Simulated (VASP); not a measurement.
# RbBr (Pmm2) in VASP: notebook, part 3 of 3

VASP 6.6.1. Earlier steps stand in the parts before.

## Step 5: Single point, PBEsol

This run uses another cell than the first one, of 36.46 Å³/atom, 1.026 times its volume.

INCAR reads:

```
SYSTEM = RbBr
PREC     = Accurate       ! precision mode
ENCUT    = 520            ! plane-wave cutoff, eV
EDIFF    = 1E-6           ! SCF threshold, eV
ISMEAR   = 0              ! smearing method
SIGMA    = 0.05           ! smearing width, eV
LREAL    = .False.        ! projectors in reciprocal space
LASPH    = .True.         ! aspherical terms in the spheres
NELM     = 80             ! most SCF steps
ALGO     = Normal         ! electronic algorithm
ISIF     = 2              ! what is computed and relaxed
LWAVE    = .False.        ! write WAVECAR
LCHARG   = .True.         ! write CHGCAR
GGA      = PS             ! functional
LELF     = .True.         ! ELF
LVHAR    = .True.       
NBANDS   = 15             ! bands
```

KPOINTS reads:

```
regular mesh
0
Gamma
  6 6 6
  0 0 0
```

POSCAR reads:

```
RbBr
1.0
    4.2329756082      0.0000000000      0.0000000000
    0.0000000000      4.2329756082      0.0000000000
    0.0000000000      0.0000000000      4.0701688540
Rb Br
1 1
Direct
   -0.0198457406      0.0000000000      0.0000000000
    0.5212276205      0.5000000000      0.5000000000
```

Potentials or basis: VASP PAW PBE potentials, release 64 (Rb_sv, Br).

Command:

```
$ cat potpaw_PBE.64/Rb_sv/POTCAR potpaw_PBE.64/Br/POTCAR > POTCAR
$ mpirun -np 1 vasp_std > vasp.out
```

OUTCAR:

```text
SYSTEM = RbBr
   PREC = Accurate
   ENCUT = 520
   EDIFF = 1E-6
   ISMEAR = 0
   LREAL = .False.
   LASPH = .True.
   NELM = 80
   ISIF = 2
   GGA = PS

 ion  position               nearest neighbor table
   1  0.980  0.000  0.000-   2 3.52   2 3.52   2 3.52   2 3.52   2 3.72   2 3.72   2 3.72   2 3.72

   2  0.521  0.500  0.500-   1 3.52   1 3.52   1 3.52   1 3.52   1 3.72   1 3.72   1 3.72   1 3.72

  LATTYP: Found a simple tetragonal cell.
 ALAT       =     4.2329756082
 C/A-ratio  =     0.9615384615

  Lattice vectors:

 A1 = (   4.2329756082,   0.0000000000,   0.0000000000)
 A2 = (   0.0000000000,   4.2329756082,   0.0000000000)
 A3 = (   0.0000000000,   0.0000000000,   4.0701688540)

Analysis of symmetry for initial positions (statically):
=====================================================================
 Subroutine PRICEL returns:
 Original cell was already a primitive cell.

 Routine SETGRP: Setting up the symmetry group for a
 simple tetragonal supercell.

 Subroutine GETGRP returns: Found  4 space group operations
 (whereof  4 operations were pure point group operations)
 out of a pool of 16 trial point group operations.

The static configuration has the point symmetry C_2v.

Analysis of symmetry for dynamics (positions and initial velocities):
=====================================================================
 Subroutine PRICEL returns:
 Original cell was already a primitive cell.

 Routine SETGRP: Setting up the symmetry group for a
 simple tetragonal supercell.

 Subroutine GETGRP returns: Found  4 space group operations
 (whereof  4 operations were pure point group operations)
 out of a pool of 16 trial point group operations.

The dynamic configuration has the point symmetry C_2v.

 Subroutine INISYM returns: Found  4 space group operations
 (whereof  4 operations are pure point group operations),
 and found     1 'primitive' translations

----------------------------------------------------------------------------------------

[... 116 lines left out ...]
   LORBIT       =      0    0 simple, 1 ext, 2 COOP (PROOUT), +10 PAW based schemes
   GGA     = PS    functional components
   LHFCALC =     F    Hartree Fock is set to
   AEXX    =    0.0000 exact exchange contribution
   IVDW    =     0    specifies the selected vdW correction
   LEPSILON=     F    determine dielectric tensor
   LRPA    =     F    only Hartree local field effects (RPA)
 non-spin polarized calculation
 Gauss-broadening in eV      SIGMA  =   0.05
  energy-cutoff  :      520.00
  volume of cell :       72.93
 maximum number of plane-waves:      2000
   NGX = 15   NGY = 15   NGZ = 15

 number of electron      15.9999999 magnetization

 Free energy of the ion-electron system (eV)
  ---------------------------------------------------
  ext. energy  EPLUGINS =         0.00000000
  ---------------------------------------------------
  free energy    TOTEN  =        -6.26919348 eV

  energy without entropy =       -6.26919348  energy(sigma->0) =       -6.26919348

 E-fermi :  -0.5669     XC(G=0):  -7.9497

 val. band max:       -0.8382234929   @ k =   0.5000   0.5000   0.0000
 cond. band min:       2.8413574731   @ k =   0.0000   0.0000   0.0000
 fundamental gap:      3.6795809660
 Fermi energy:        -0.5669483129

 k-point     1 :       0.0000    0.0000    0.0000
  band No.  band energies     occupation
      1     -26.0230      2.00000
      2     -13.5218      2.00000
      3     -10.0310      2.00000
      4     -10.0290      2.00000
      5     -10.0008      2.00000
      6      -1.1702      2.00000
      7      -1.1620      2.00000
      8      -0.9663      2.00000
      9       2.8414      0.00000
     10       4.5288      0.00000
     11       4.6624      0.00000
     12       8.6726      0.00000
     13       8.9580      0.00000
     14       9.0083      0.00000
[... 401 lines left out ...]
      2     -13.4887      2.00000
      3     -10.0821      2.00000
      4     -10.0811      2.00000
      5     -10.0061      2.00000
      6      -1.6692      2.00000
      7      -1.4352      2.00000
      8      -1.3485      2.00000
      9       4.4109      0.00000
     10       5.5619      0.00000
     11       5.6876      0.00000
     12       7.8975      0.00000
     13       8.0120      0.00000
     14       8.5871      0.00000
     15      10.9023      0.00000

 [... further k-points ...]
[... 5 lines left out ...]
  --------------------------------------------------------------------------------------
  -------------------------------------------------------------------------------------
  Total       -0.5833819     -0.5768296     -0.0780883      0.0000000      0.0000000      0.0000000
  in kB      -12.8162082    -12.6722628     -1.7155077      0.0000000      0.0000000      0.0000000
  external PRESSURE =      -9.0679929 kB  Pullay stress =       0.0000000 kB

 VOLUME and BASIS-vectors are now :
 -----------------------------------------------------------------------------
  energy-cutoff  :      520.00
  volume of cell :       72.93
      direct lattice vectors                 reciprocal lattice vectors
     4.232975608  0.000000000  0.000000000     0.236240435  0.000000000  0.000000000
     0.000000000  4.232975608  0.000000000     0.000000000  0.236240435  0.000000000
     0.000000000  0.000000000  4.070168854     0.000000000  0.000000000  0.245690053

 POSITION                                       TOTAL-FORCE (eV/Angst)
 -----------------------------------------------------------------------------------
      4.14897      0.00000      0.00000         0.086618      0.000000      0.000000
      2.20634      2.11649      2.03508        -0.086618      0.000000      0.000000
 -----------------------------------------------------------------------------------
    total drift:                               -0.000056     -0.000000      0.000001

  FREE ENERGIE OF THE ION-ELECTRON SYSTEM (eV)
  ---------------------------------------------------
  free  energy   TOTEN  =        -6.2691934808 eV

  energy  without entropy=       -6.2691934808  energy(sigma->0) =       -6.26919348
```

OSZICAR:

```text
N       E                     dE             d eps       ncg     rms          rms(c)
DAV:   1     0.765207241667E+02    0.76521E+02   -0.66705E+03  1920   0.918E+02
DAV:   2    -0.150085472956E+01   -0.78022E+02   -0.72154E+02  2750   0.163E+02
DAV:   3    -0.636848082889E+01   -0.48676E+01   -0.48486E+01  2572   0.414E+01
DAV:   4    -0.649828436007E+01   -0.12980E+00   -0.12978E+00  2813   0.607E+00
DAV:   5    -0.649974303561E+01   -0.14587E-02   -0.14587E-02  2609   0.548E-01    0.237E+00
DAV:   6    -0.630113222548E+01    0.19861E+00   -0.17057E-01  2445   0.224E+00    0.156E+00
DAV:   7    -0.626727362977E+01    0.33859E-01   -0.90479E-02  2494   0.170E+00    0.827E-01
DAV:   8    -0.626922916310E+01   -0.19555E-02   -0.12536E-02  2530   0.656E-01    0.138E-01
DAV:   9    -0.626908047257E+01    0.14869E-03   -0.74443E-04  2599   0.140E-01    0.548E-02
DAV:  10    -0.626919261177E+01   -0.11214E-03   -0.19736E-04  2201   0.910E-02    0.103E-02
DAV:  11    -0.626919348083E+01   -0.86906E-06   -0.79622E-06  2674   0.184E-02
   1 F= -.62691935E+01 E0= -.62691935E+01  d E =-.214800E-16
```

Wall time 17 s (1 thread of Intel Xeon 6975P-C (Granite Rapids), shared host); peak memory 0.22 GiB.

What came out:

```
Free energy            : -6.2692 eV
Pressure               : -0.9 GPa
Largest force          : 0.087 eV/Å
Band gap on the k mesh : 3.68 eV, indirect (least direct gap 3.81 eV)
```

Forces in eV/Å, atoms in the order of the input:
```
Rb   0.087  0.000  0.000
Br  -0.087  0.000  0.000
```

Stress tensor (GPa, compression positive):
```
-1.28  0.00  0.00
 0.00 -1.27  0.00
 0.00  0.00 -0.17
```

Levels at points of the mesh, in eV from the valence-band top:
| k point | band 4 | band 5 | band 6 | band 7 | band 8 | band 9 | band 10 | band 11 | band 12 | band 13 |
| --- | --- | --- | --- | --- | --- | --- | --- | --- | --- | --- |
| (0.00, 0.00, 0.00) | -9.19 | -9.16 | -0.33 | -0.32 | -0.13 | 3.68 | 5.37 | 5.50 | 9.51 | 9.80 |
| (0.50, 0.00, 0.00) | -9.15 | -9.13 | -1.76 | -0.41 | -0.18 | 6.57 | 6.65 | 7.20 | 8.56 | 9.55 |
| (0.00, 0.50, 0.00) | -9.16 | -9.13 | -1.76 | -0.39 | -0.19 | 6.60 | 6.61 | 7.14 | 8.36 | 9.71 |
| (0.50, 0.50, 0.00) | -9.44 | -9.10 | -1.13 | -1.13 | 0.00 | 5.00 | 6.14 | 8.03 | 8.05 | 10.11 |
| (0.00, 0.00, 0.50) | -9.14 | -9.14 | -1.78 | -0.37 | -0.35 | 6.67 | 6.72 | 7.35 | 8.25 | 9.37 |
| (0.50, 0.00, 0.50) | -9.43 | -9.11 | -1.18 | -1.08 | -0.17 | 5.11 | 5.87 | 7.60 | 7.71 | 10.21 |
| (0.00, 0.50, 0.50) | -9.43 | -9.12 | -1.18 | -1.09 | -0.16 | 5.12 | 5.91 | 7.59 | 7.72 | 10.28 |
| (0.50, 0.50, 0.50) | -9.37 | -9.36 | -1.41 | -1.35 | -1.35 | 7.73 | 7.83 | 7.84 | 8.91 | 9.04 |

Caveat: the PAW data sets were made with another functional, which shifts forces and pressure a little.
